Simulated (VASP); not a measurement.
The system is Mg.

```
CELL_PARAMETERS angstrom
3.20930 0.00000 0.00000
-1.60465 2.77934 0.00000
0.00000 0.00000 5.21030
ATOMIC_POSITIONS crystal
Mg 0.33333 0.66667 0.25000
Mg 0.66667 0.33333 0.75000
```

| Property | Result |
| --- | --- |
| Program | VASP 6.6.1 |
| Task | relaxation of volume and atoms at fixed shape |
| Functional | PBEsol |
| Potentials or basis | VASP PAW PBE potentials, release 64 (Mg) |
| Cutoff | 600 eV |
| k mesh | 8 × 8 × 5 |
| Occupations | methfessel-paxton, width 0.05 eV |
| Spin | no spin polarisation |

At the start: pressure -1.1 GPa; volume 23.24 Å³/atom.

**Question.** Where does the relaxation end?

**Answer.** Over 3 steps the energy falls by 2.4 meV/atom and the volume is 22.54 Å³/atom (-3.0 %); space group P6_3/mmc (No. 194, to 0.1 Å) before and after.

The path:
| step | energy change (eV) | largest force (eV/Å) | pressure (GPa) | volume (Å³) |
| --- | --- | --- | --- | --- |
| 1 | 0.0000 | 0.0000 | -1.09 | 46.47 |
| 2 | -0.0046 | 0.0000 | -0.28 | 45.42 |
| 3 | -0.0049 | 0.0000 | -0.01 | 45.08 |

Final structure:
```yaml
crystal:
  lattice:
    - [3.17683, 0.00000, 0.00000]
    - [-1.58842, 2.75122, 0.00000]
    - [0.00000, 0.00000, 5.15759]
  atoms:
    - { symbol: Mg, position: [0.33333, 0.66667, 0.25000] }
    - { symbol: Mg, position: [0.66667, 0.33333, 0.75000] }
```

Caveat: the PAW data sets were made with another functional, which shifts forces and pressure a little.
